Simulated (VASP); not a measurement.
MgO: single point with r2SCAN

The system is MgO.

```
Mg O
1.0
     0.00000    2.16360    2.16360
     2.16360    0.00000    2.16360
     2.16360    2.16360    0.00000
Mg O
1 1
Cartesian
  0.0000 0.0000 0.0000
  2.1636 2.1636 2.1636
```

```json
{"Program": "VASP 6.6.1", "Task": "single point", "Functional": "r2SCAN", "Potentials or basis": "VASP PAW PBE potentials, release 64 (Mg_sv, O)", "Cutoff": "660 eV", "k mesh": "8 × 8 × 8", "Occupations": "gaussian, width 0.02 eV", "Spin": "no spin polarisation"}
```

| Item | Value |
| --- | --- |
| Pressure | -12.5 GPa |
| Band gap on the k mesh | 4.89 eV |

Levels at points of the mesh, in eV from the valence-band top:
| k point | band 5 | band 6 | band 7 | band 8 | band 9 | band 10 | band 11 | band 12 |
| --- | --- | --- | --- | --- | --- | --- | --- | --- |
| (0.00, 0.00, 0.00) | -17.80 | 0.00 | 0.00 | 0.00 | 4.89 | 16.38 | 16.38 | 16.38 |
| (0.50, 0.00, 0.00) | -16.72 | -4.25 | -0.59 | -0.59 | 8.30 | 12.91 | 16.67 | 16.67 |
| (0.50, 0.50, 0.00) | -16.53 | -3.75 | -1.26 | -1.26 | 9.91 | 10.31 | 13.43 | 19.21 |

Wall time 52 s on 1 thread of Intel(R) Xeon(R) Platinum 8488C (Sapphire Rapids), with other jobs on the host, peak memory 0.16 GiB.

Caveat: the cell stands under tension; the PAW data sets were made with another functional, which shifts forces and pressure a little. r2SCAN opens gaps a little over a GGA but as a rule still falls short of measured ones.
